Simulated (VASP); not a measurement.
Set up this calculation in VASP 6.6.1, as the native input.

* Task: single point
* Functional: r2SCAN
* Potentials or basis: VASP PAW PBE potentials, release 64 (Te, Mg)
* Cutoff: 520 eV
* k mesh: 9 × 9 × 9
* Occupations: fermi-dirac, width 0.05 eV
* Spin: no spin polarisation
* Dipole correction: no
* Further INCAR settings: ALGO = Normal; EDIFF = 1e-06; NBANDS = 14

Mg3Te:

```xyz
4
Lattice="-2.0957 2.0957 5.1747 2.0957 -2.0957 5.1747 2.0957 2.0957 -5.1747" Properties=species:S:1:pos:R:3 pbc="T T T"
Te    0.0000    0.0000    0.0000
Mg    2.0957    0.0000    2.5873
Mg    0.0000    2.0957    2.5873
Mg    0.0000    0.0000    5.1747
```

These files were run (other wordings do the same):

POSCAR

```
Mg3Te
1.0
   -2.0956873375      2.0956873375      5.1746518643
    2.0956873375     -2.0956873375      5.1746518643
    2.0956873375      2.0956873375     -5.1746518643
Te Mg
1 3
Direct
    0.0000000000      0.0000000000      0.0000000000
    0.2500000000      0.7500000000      0.5000000000
    0.7500000000      0.2500000000      0.5000000000
    0.5000000000      0.5000000000      0.0000000000
```

INCAR.step1

```
SYSTEM = Mg3Te
ALGO     = Normal         ! electronic algorithm
EDIFF    = 1E-4           ! SCF threshold, eV
ENCUT    = 520            ! plane-wave cutoff, eV
GGA      = PE             ! functional
ISMEAR   = -1             ! smearing method
LASPH    = .TRUE.         ! aspherical terms in the spheres
LCHARG   = .FALSE.        ! write CHGCAR
LREAL    = .FALSE.        ! projectors in reciprocal space
LWAVE    = .TRUE.         ! write WAVECAR
NBANDS   = 14             ! bands
NELM     = 60             ! most SCF steps
PREC     = Accurate       ! precision mode
SIGMA    = 0.05           ! smearing width, eV
```

INCAR.step2

```
SYSTEM = Mg3Te
ALGO     = Normal         ! electronic algorithm
EDIFF    = 1E-6           ! SCF threshold, eV
ENCUT    = 520            ! plane-wave cutoff, eV
ISIF     = 2              ! what is computed and relaxed
ISMEAR   = -1             ! smearing method
ISTART   = 1            
LASPH    = .TRUE.         ! aspherical terms in the spheres
LCHARG   = .FALSE.        ! write CHGCAR
LMIXTAU  = .TRUE.       
LREAL    = .FALSE.        ! projectors in reciprocal space
LWAVE    = .FALSE.        ! write WAVECAR
METAGGA  = R2SCAN         ! meta-GGA
NBANDS   = 14             ! bands
NELM     = 60             ! most SCF steps
PREC     = Accurate       ! precision mode
SIGMA    = 0.05           ! smearing width, eV
```

KPOINTS

```
k-points
0
G
  9 9 9
  0 0 0
```

Potentials or basis: VASP PAW PBE potentials, release 64 (Te, Mg).

Run with:

```sh
$ cat potpaw_PBE.64/Te/POTCAR potpaw_PBE.64/Mg/POTCAR > POTCAR
$ cp INCAR.step1 INCAR
$ mpirun -np 1 vasp_std > vasp.out
$ cp INCAR.step2 INCAR
$ mpirun -np 1 vasp_std > vasp.out
```

Results of the run:

```json
{
 "Pressure": "1.7 GPa",
 "Band gap on the k mesh": "zero (band 6 reaches 5.82 eV, above the bottom of band 7 at 4.00 eV)"
}
```

Caveat: the PAW data sets were made with another functional, which shifts forces and pressure a little; spin-orbit coupling is left out, which moves the levels of the heavy elements.

It took 9.9 min on 1 thread of Intel(R) Xeon(R) Platinum 8488C (Sapphire Rapids), with other jobs on the host, peak memory 0.41 GiB.
